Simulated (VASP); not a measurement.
CaO:

```
CELL_PARAMETERS angstrom
-1.57113 1.57113 5.31646
1.57113 -1.57113 5.31646
1.57113 1.57113 -5.31646
ATOMIC_POSITIONS crystal
Ca 0.54200 0.54200 0.00000
Ca 0.29200 0.79200 0.50000
O 0.95800 0.95800 0.00000
O 0.70800 0.20800 0.50000
```

The cell was built from a structure type or drawn by symmetry, and may not be a known phase.

| Quantity | Value |
| --- | --- |
| Program | VASP 6.6.1 |
| Task | relaxation of cell and atoms |
| Functional | PBE |
| Potentials or basis | VASP PAW PBE potentials, release 64 (Ca_sv, O) |
| Cutoff | 600 eV |
| k mesh | 8 × 8 × 8 |
| Occupations | gaussian, width 0.1 eV |
| Spin | no spin polarisation |

At the start: pressure 7.2 GPa; volume 13.12 Å³/atom.

Q: Where does the relaxation end?

A: Over 7 steps the energy falls by 72.4 meV/atom and the volume is 14.12 Å³/atom (+7.6 %); space group I4_1md (No. 109, to 0.1 Å) before and after.

The path:
```csv
step,energy change (eV),largest force (eV/Å),pressure (GPa),volume (Å³)
1,0.0000,0.0817,7.24,52.49
2,-0.2621,0.0300,-1.27,57.04
3,-0.2667,0.0223,-2.60,57.95
4,-0.2669,0.0241,-2.40,57.81
5,-0.2889,0.0500,0.11,56.44
6,-0.2892,0.0467,-0.16,56.58
7,-0.2897,0.0369,-0.03,56.47
```

Final structure:
```
Ca O
1.0
    -1.55579    1.55579    5.83225
     1.55579   -1.55579    5.83225
     1.55579    1.55579   -5.83225
Ca O
2 2
Direct
  0.54183 0.54183 0.00000
  0.29183 0.79183 0.50000
  0.95817 0.95817 0.00000
  0.70817 0.20817 0.50000
```
